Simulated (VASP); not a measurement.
# CrCoOs2 (P4/mmm) in VASP: single point with r2SCAN

Aim: the single point of CrCoOs2 with r2SCAN.

All numbers are computed with VASP 6.6.1; they aren't measurements. Logs are shortened: lines on timing, memory, paths and dates and some standing lists are left out, and cuts for length are marked.

### Step 1. The cell of the first run

The structure is tetragonal, space group P4/mmm (No. 123). Conventional cell: a = 3.762 Å, b = 3.762 Å, c = 3.691 Å, α = 90.00°, β = 90.00°, γ = 90.00°. Co (site symmetry 4/mmm) has 8 Os at 2.64 Å and 4 Cr at 2.66 Å within 3.5 Å. Within 3.5 Å of Os (site symmetry mmm) lie 4 Co at 2.64 Å and 4 Cr at 2.64 Å and 4 Os at 2.66 Å. Within 3.5 Å of Cr (site symmetry 4/mmm) lie 8 Os at 2.64 Å and 4 Co at 2.66 Å.

### Step 2. Single point, r2SCAN

Input file POSCAR:

```
CrCoOs2
1.0
    3.7624640000      0.0000000000      0.0000000000
    0.0000000000      3.7624640000      0.0000000000
    0.0000000000      0.0000000000      3.6905440000
Co Os Cr
1 2 1
Direct
    0.5000000000      0.5000000000      0.0000000000
    0.0000000000      0.5000000000      0.5000000000
    0.5000000000      0.0000000000      0.5000000000
    0.0000000000      0.0000000000      0.0000000000
```

Input file INCAR.step1:

```
PREC = Accurate ; ENCUT = 520
ISMEAR = 1 ; SIGMA = 0.0574
LREAL = False ; LASPH = True
NELM = 100 ; NBANDS = 26
GGA = PE ; ALGO = Normal
EDIFF = 1E-4 ; LWAVE = True
LCHARG = False
```

Input file INCAR.step2:

```
PREC = Accurate ; ENCUT = 520
EDIFF = 1E-7 ; ISMEAR = 1
SIGMA = 0.0574 ; LREAL = False
LASPH = True ; NELM = 100
ALGO = Normal ; ISIF = 2
LWAVE = False ; LCHARG = True
METAGGA = R2SCAN ; LMIXTAU = True
LELF = True ; LVHAR = True
NBANDS = 26 ; ISTART = 1
```

Input file KPOINTS:

```
Automatic mesh
0
Gamma
  7 7 7
```

Potentials or basis: VASP PAW PBE potentials, release 64 (Co, Os, Cr_pv).

On the command line:

```bash
> cat potpaw_PBE.64/Co/POTCAR potpaw_PBE.64/Os/POTCAR potpaw_PBE.64/Cr_pv/POTCAR > POTCAR
> cp INCAR.step1 INCAR
> mpirun -np 1 vasp_std > vasp.out
> cp INCAR.step2 INCAR
> mpirun -np 1 vasp_std > vasp.out
```

OUTCAR:

```text
PREC = Accurate
   ENCUT = 520
   EDIFF = 1E-7
   ISMEAR = 1
   LREAL = False
   LASPH = True
   NELM = 100
   ISIF = 2
   METAGGA = R2SCAN
   ISTART = 1

 ion  position               nearest neighbor table
   1  0.500  0.500  0.000-   2 2.64   3 2.64   2 2.64   3 2.64   3 2.64   3 2.64   2 2.64   2 2.64
                             4 2.66   4 2.66   4 2.66   4 2.66
   2  0.000  0.500  0.500-   1 2.64   4 2.64   1 2.64   4 2.64   4 2.64   4 2.64   1 2.64   1 2.64
                             3 2.66   3 2.66   3 2.66   3 2.66
   3  0.500  0.000  0.500-   1 2.64   4 2.64   1 2.64   4 2.64   1 2.64   1 2.64   4 2.64   4 2.64
                             2 2.66   2 2.66   2 2.66   2 2.66
   4  0.000  0.000  0.000-   2 2.64   3 2.64   2 2.64   3 2.64   2 2.64   2 2.64   3 2.64   3 2.64
                             1 2.66   1 2.66   1 2.66   1 2.66

  LATTYP: Found a simple tetragonal cell.
 ALAT       =     3.7624640000
 C/A-ratio  =     0.9808848669

  Lattice vectors:

 A1 = (   3.7624640000,   0.0000000000,   0.0000000000)
 A2 = (   0.0000000000,   3.7624640000,   0.0000000000)
 A3 = (   0.0000000000,   0.0000000000,   3.6905440000)

Analysis of symmetry for initial positions (statically):
=====================================================================
 Subroutine PRICEL returns:
 Original cell was already a primitive cell.

 Routine SETGRP: Setting up the symmetry group for a
 simple tetragonal supercell.

 Subroutine GETGRP returns: Found 16 space group operations
 (whereof 16 operations were pure point group operations)
 out of a pool of 16 trial point group operations.

The static configuration has the point symmetry D_4h.

Analysis of symmetry for dynamics (positions and initial velocities):
=====================================================================
 Subroutine PRICEL returns:
 Original cell was already a primitive cell.

 Routine SETGRP: Setting up the symmetry group for a
 simple tetragonal supercell.

 Subroutine GETGRP returns: Found 16 space group operations
 (whereof 16 operations were pure point group operations)
 out of a pool of 16 trial point group operations.

The dynamic configuration has the point symmetry D_4h.

 Subroutine INISYM returns: Found 16 space group operations
 (whereof 16 operations are pure point group operations),
 and found     1 'primitive' translations

----------------------------------------------------------------------------------------

                                     Primitive cell

  volume of cell :      52.2438

  direct lattice vectors                    reciprocal lattice vectors
     3.762464000  0.000000000  0.000000000     0.265783274  0.000000000  0.000000000
     0.000000000  3.762464000  0.000000000     0.000000000  0.265783274  0.000000000
     0.000000000  0.000000000  3.690544000     0.000000000  0.000000000  0.270962763

  length of vectors
     3.762464000  3.762464000  3.690544000     0.265783274  0.265783274  0.270962763

  position of ions in fractional coordinates (direct lattice)
     0.500000000  0.500000000  0.000000000
     0.000000000  0.500000000  0.500000000
     0.500000000  0.000000000  0.500000000
     0.000000000  0.000000000  0.000000000

  ion indices of the primitive-cell ions
   primitive index   ion index
                 1           1
                 2           2
                 3           3
                 4           4

----------------------------------------------------------------------------------------

 KPOINTS: Automatic mesh

Automatic generation of k-mesh.
 Grid dimensions read from file:
 generate k-points for:    7    7    7

 Generating k-lattice:

  Cartesian coordinates                     Fractional coordinates (reciprocal lattice)
     0.037969039  0.000000000  0.000000000     0.142857143  0.000000000  0.000000000
     0.000000000  0.037969039  0.000000000     0.000000000  0.142857143  0.000000000
     0.000000000  0.000000000  0.038708966     0.000000000  0.000000000  0.142857143

  Length of vectors
     0.037969039  0.037969039  0.038708966

  Shift w.r.t. Gamma in fractional coordinates (k-lattice)
     0.000000000  0.000000000  0.000000000

 Subroutine IBZKPT returns following result:
 ===========================================

 Found     40 irreducible k-points:

 Following reciprocal coordinates:
            Coordinates               Weight
  0.000000  0.000000  0.000000      1.000000
  0.142857  0.000000  0.000000      4.000000
  0.285714  0.000000  0.000000      4.000000
  0.428571  0.000000  0.000000      4.000000
  0.142857  0.142857  0.000000      4.000000
  0.285714  0.142857  0.000000      8.000000
[... 16 lines left out ...]
  0.285714  0.000000  0.285714      8.000000
  0.428571  0.000000  0.285714      8.000000
 [... further k-points ...]
   k-points           NKPTS =     40   k-points in BZ     NKDIM =     40   number of bands    NBANDS=     26
   number of dos      NEDOS =    301   number of ions     NIONS =      4
   total plane-waves  NPLWV =  21952
   dimension x,y,z NGX =    28 NGY =   28 NGZ =   28
   dimension x,y,z NGXF=    56 NGYF=   56 NGZF=   56
   ions per type =               1   2   1
   NGX,Y,Z   is equivalent  to a cutoff of  12.37, 12.37, 12.61 a.u.
   NGXF,Y,Z  is equivalent  to a cutoff of  24.74, 24.74, 25.23 a.u.
 SYSTEM =  unknown system
   PREC   = accura    normal or accurate (medium, high low for compatibility)
   ISTART =      1    job   : 0-new  1-cont  2-samecut
   ICHARG =      0    charge: 1-file 2-atom 10-const
   ISPIN  =      1    spin polarized calculation?
   LNONCOLLINEAR =      F non collinear calculations
   LSORBIT =      F    spin-orbit coupling
   LASPH  =      T    aspherical Exc in radial PAW
   ENCUT  =  520.0 eV  38.22 Ry    6.18 a.u.   7.00  7.00  6.86*2*pi/ulx,y,z
   NELM   =    100;   NELMIN=  2; NELMDL=  0     # of ELM steps
   EDIFF  = 0.1E-06   stopping-criterion for ELM
   LREAL  =      F    real-space projection
   EDIFFG = 0.1E-05   stopping-criterion for IOM
   NSW    =      0    number of steps for IOM
   IBRION =     -1    ionic relax: 0-MD 1-quasi-New 2-CG
   NFREE  =      0    steps in history (QN), initial steepest desc. (CG)
   ISIF   =      2    stress and relaxation
   ISYM   =      2    0-nonsym 1-usesym 2-fastsym
   POTIM  = 0.5000    time-step for ionic-motion
   TEBEG  =    0.0;   TEEND  =   0.0 temperature during run
   PSTRESS=    0.0 pullay stress
   NELECT =      37.0000    total number of electrons
   NUPDOWN=      -1.0000    fix difference up-down
   EMIN   =  10.00;   EMAX   =-10.00  energy-range for DOS
   EFERMI =   0.00;   METHOD = LEGACY
   ISMEAR =     1;   SIGMA  =   0.06  broadening in eV -4-tet -1-fermi 0-gaus
   EFERMI_NEDOS =   21; number of points for ismear=-14 and -15
   IALGO  =     38    algorithm
   IMIX   =      4    mixing-type and parameters
     AMIX     =   0.40;   BMIX     =  1.00
     AMIX_MAG =   1.60;   BMIX_MAG =  1.00
  volume/ion in A,a.u.               =      13.06        88.14
  Fermi-wavevector in a.u.,A,eV,Ry     =   1.459252  2.757587 28.972479  2.129417
  Thomas-Fermi vector in A             =   2.575841
   LORBIT       =      0    0 simple, 1 ext, 2 COOP (PROOUT), +10 PAW based schemes
   METAGGA = R2SCAN    functional components
   LHFCALC =     F    Hartree Fock is set to
   AEXX    =    0.0000 exact exchange contribution
   IVDW    =     0    specifies the selected vdW correction
   LEPSILON=     F    determine dielectric tensor
   LRPA    =     F    only Hartree local field effects (RPA)
 non-spin polarized calculation
 Methfessel and Paxton  Order N= 1 SIGMA  =   0.06
  energy-cutoff  :      520.00
  volume of cell :       52.24
 maximum number of plane-waves:      1422
 NGX is ok and might be reduce to    28
   NGX = 13   NGY = 13   NGZ = 13

 number of electron      37.0000000 magnetization

 Free energy of the ion-electron system (eV)
  ---------------------------------------------------
  ext. energy  EPLUGINS =         0.00000000
  ---------------------------------------------------
  free energy    TOTEN  =      -133.33505517 eV

  energy without entropy =     -133.33443645  energy(sigma->0) =     -133.33484893

 E-fermi :   9.1889     XC(G=0): -14.8858

 val. band max:        9.1676527148   @ k =   0.2857   0.1429   0.0000
 cond. band min:       9.1889543571   @ k =   0.0000   0.0000   0.2857
 fundamental gap:      0.0213016423
 Fermi energy:         9.1888997010

 k-point     1 :       0.0000    0.0000    0.0000
  band No.  band energies     occupation
      1     -35.9077      2.00000
      2     -35.8560      2.00000
      3     -35.8560      2.00000
      4      -0.8332      2.00000
      5       2.1211      2.00000
      6       3.0028      2.00000
[... 18 lines left out ...]
     25      11.8200      0.00000
     26      12.1059      0.00000

 k-point     2 :       0.1429    0.0000    0.0000
  band No.  band energies     occupation
      1     -35.9084      2.00000
      2     -35.8583      2.00000
      3     -35.8560      2.00000
      4      -0.5175      2.00000
      5       2.3575      2.00000
      6       3.2097      2.00000
[... 18 lines left out ...]
     25      11.8137      0.00000
     26      11.8748      0.00000

 k-point     3 :       0.2857    0.0000    0.0000
  band No.  band energies     occupation
      1     -35.9101      2.00000
      2     -35.8634      2.00000
      3     -35.8562      2.00000
      4       0.3759      2.00000
      5       2.9004      2.00000
      6       3.7417      2.00000
[... 18 lines left out ...]
     25      11.8021      0.00000
     26      11.8742      0.00000

 k-point     4 :       0.4286    0.0000    0.0000
  band No.  band energies     occupation
      1     -35.9114      2.00000
      2     -35.8676      2.00000
      3     -35.8563      2.00000
      4       1.6484      2.00000
      5       2.7948      2.00000
      6       4.2430      2.00000
[... 18 lines left out ...]
     25      11.7948      0.00000
     26      11.8737      0.00000
[... 496 lines left out ...]
      1     -35.9183      2.00000
      2     -35.8596      2.00000
      3     -35.8586      2.00000
      4       0.4982      2.00000
      5       2.8838      2.00000
      6       3.6101      2.00000
[... 18 lines left out ...]
     25      11.8901      0.00000
     26      12.0929      0.00000

 k-point    23 :       0.2857    0.0000    0.2857
  band No.  band energies     occupation
      1     -35.9173      2.00000
      2     -35.8621      2.00000
      3     -35.8586      2.00000
      4       1.3468      2.00000
      5       3.4464      2.00000
      6       4.1407      2.00000
[... 18 lines left out ...]
     25      11.8539      0.00000
     26      12.3813      0.00000

 k-point    24 :       0.4286    0.0000    0.2857
  band No.  band energies     occupation
      1     -35.9164      2.00000
      2     -35.8642      2.00000
      3     -35.8587      2.00000
      4       2.5319      2.00000
      5       3.5561      2.00000
      6       4.7942      2.00000
[... 18 lines left out ...]
     25      11.3797      0.00000
     26      11.8582      0.00000

 [... further k-points ...]
[... 5 lines left out ...]
  --------------------------------------------------------------------------------------
  -------------------------------------------------------------------------------------
  Total       -4.3863438     -4.3863438     -5.2677215      0.0000000     -0.0000000      0.0000000
  in kB     -134.5173058   -134.5173058   -161.5467753      0.0000000     -0.0000000      0.0000000
  external PRESSURE =    -143.5271289 kB  Pullay stress =       0.0000000 kB

 VOLUME and BASIS-vectors are now :
 -----------------------------------------------------------------------------
  energy-cutoff  :      520.00
  volume of cell :       52.24
      direct lattice vectors                 reciprocal lattice vectors
     3.762464000  0.000000000  0.000000000     0.265783274  0.000000000  0.000000000
     0.000000000  3.762464000  0.000000000     0.000000000  0.265783274  0.000000000
     0.000000000  0.000000000  3.690544000     0.000000000  0.000000000  0.270962763

 POSITION                                       TOTAL-FORCE (eV/Angst)
 -----------------------------------------------------------------------------------
      1.88123      1.88123      0.00000         0.000000      0.000000      0.000000
      0.00000      1.88123      1.84527         0.000000      0.000000      0.000000
      1.88123      0.00000      1.84527         0.000000      0.000000      0.000000
      0.00000      0.00000      0.00000         0.000000      0.000000      0.000000
 -----------------------------------------------------------------------------------
    total drift:                                0.000000      0.000000      0.000000

  FREE ENERGIE OF THE ION-ELECTRON SYSTEM (eV)
  ---------------------------------------------------
  free  energy   TOTEN  =      -133.3350551655 eV

  energy  without entropy=     -133.3344364486  energy(sigma->0) =     -133.33484893
```

It took 5.4 min on 1 thread of Intel Xeon Platinum 8259CL at 2.50GHz (Skylake/Cascade Lake), shared host; peak memory 0.21 GiB.

What came out:

- Free energy: -133.3351 eV
- Pressure: -14.4 GPa

Levels at points of the mesh, in eV from the Fermi level:
```csv
k point,band 16,band 17,band 18,band 19,band 20,band 21
"(0.00, 0.00, 0.00)",1.16,1.48,1.56,1.56,1.84,2.44
```

Caveat: the PAW data sets were made with another functional, which shifts forces and pressure a little; spin-orbit coupling is left out, which moves the levels of the heavy elements. Spin polarisation is off, so any magnetic state and its effect on volume and gap are missing.
